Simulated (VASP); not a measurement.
A run of VASP 6.6.1 is set up as follows.

The input INCAR:

```
PREC = Accurate
ENCUT = 520
EDIFF = 1E-6
ISMEAR = -1
SIGMA = 0.1
LREAL = F
LASPH = T
NELM = 100
ALGO = Normal
ISIF = 2
LWAVE = F
LCHARG = F
NBANDS = 16
```

Contents of KPOINTS:

```
Automatic mesh
0
Gamma
  9 9 5
```

File POSCAR:

```
Cs
1.0
    5.1525456203      0.0000000000      0.0000000000
   -2.5762728102      4.4622354014      0.0000000000
    0.0000000000      0.0000000000      8.3471239049
Cs
2
Direct
    0.3333333333      0.6666666667      0.2500000000
    0.6666666667      0.3333333333      0.7500000000
```

Potentials or basis: VASP PAW LDA potentials, release 64 (Cs_sv).

The run is started by

```console
$ cat potpaw_LDA.64/Cs_sv/POTCAR > POTCAR
$ mpirun -np 1 vasp_std > vasp.out
```

Question: Predict the band gap on the k mesh.

Answer: Zero (band 9 reaches 1.57 eV, above the bottom of band 10 at -0.09 eV).

Question: What does it give for the pressure?

Answer: 0.0 GPa.

Caveat: spin-orbit coupling is left out, which moves the levels of the heavy elements.
